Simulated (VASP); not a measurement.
# Nb: single point with LDA

The system is Nb.

```xyz
1
Lattice="0.0000 2.1150 2.1150 2.1150 0.0000 2.1150 2.1150 2.1150 0.0000" Properties=species:S:1:pos:R:3 pbc="T T T"
Nb    0.0000    0.0000    0.0000
```

* Program: VASP 6.6.1
* Task: single point
* Functional: LDA
* Potentials or basis: VASP PAW LDA potentials, release 64 (Nb_sv)
* Cutoff: 520 eV
* k mesh: 22 × 22 × 22
* Occupations: gaussian, width 0.15 eV
* Spin: no spin polarisation

- Pressure: -10.7 GPa

Levels at points of the mesh, in eV from the Fermi level:
```tsv
k point	band 3	band 4	band 5	band 6	band 7	band 8	band 9	band 10
(0.00, 0.00, 0.00)	-30.05	-30.05	-6.18	0.09	0.09	0.09	2.63	2.63
(0.50, 0.00, 0.00)	-30.20	-30.20	-3.81	-0.10	-0.10	1.41	4.61	4.61
(0.50, 0.50, 0.00)	-30.46	-30.46	-4.02	-3.28	3.58	4.57	5.18	5.18
```

It took 41 s on 1 thread of Intel(R) Xeon(R) 6975P-C (Granite Rapids) (shared host), peak memory 0.18 GiB.
